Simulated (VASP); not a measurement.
Wanted: the native input for a VASP 6.6.1 run.

```
Task                   : single point
Functional             : PBE
Potentials or basis    : VASP PAW PBE potentials, release 64 (Mg, O)
Cutoff                 : 520 eV
k mesh                 : 10 × 10 × 10
Occupations            : fermi-dirac, width 0.02 eV
Spin                   : no spin polarisation
Dipole correction      : no
Further INCAR settings : ALGO = Normal; EDIFF = 1e-07; NBANDS = 11
```

The structure of MgO lies in POSCAR:

```
MgO
1.0
    0.0632051670      2.1653725836      2.1653725836
    2.1653725836      0.0632051670      2.1653725836
    2.1653725836      2.1653725836      0.0632051670
Mg O
1 1
Direct
    0.0000000000      0.0000000000      0.0000000000
    0.5000000000      0.5000000000      0.5000000000
```

This cell differs from its parent crystal: strain along [111] +4.5%.

These files were run (other wordings do the same):

INCAR

```
PREC = Accurate ; ENCUT = 520
EDIFF = 1E-7 ; ISMEAR = -1
SIGMA = 0.02 ; LREAL = False
LASPH = True ; NELM = 60
ALGO = Normal ; ISIF = 2
LWAVE = False ; LCHARG = True
GGA = PE ; LELF = True
LVHAR = True ; NBANDS = 11
```

KPOINTS

```
Automatic mesh
0
Gamma
  10 10 10
```

Potentials or basis: VASP PAW PBE potentials, release 64 (Mg, O).

Command:

```bash
$ cat potpaw_PBE.64/Mg/POTCAR potpaw_PBE.64/O/POTCAR > POTCAR
$ mpirun -np 1 vasp_std > vasp.out
```

It gave:

| Property | Result |
| --- | --- |
| Pressure | -2.0 GPa |
| Band gap on the k mesh | 4.21 eV, direct |

Caveat: the cell differs from its parent crystal (strain along [111] +4.5%).

It took 12 s on 1 thread of Intel(R) Xeon(R) Platinum 8375C CPU @ 2.90GHz (Ice Lake), on a shared host, peak memory 0.16 GiB.
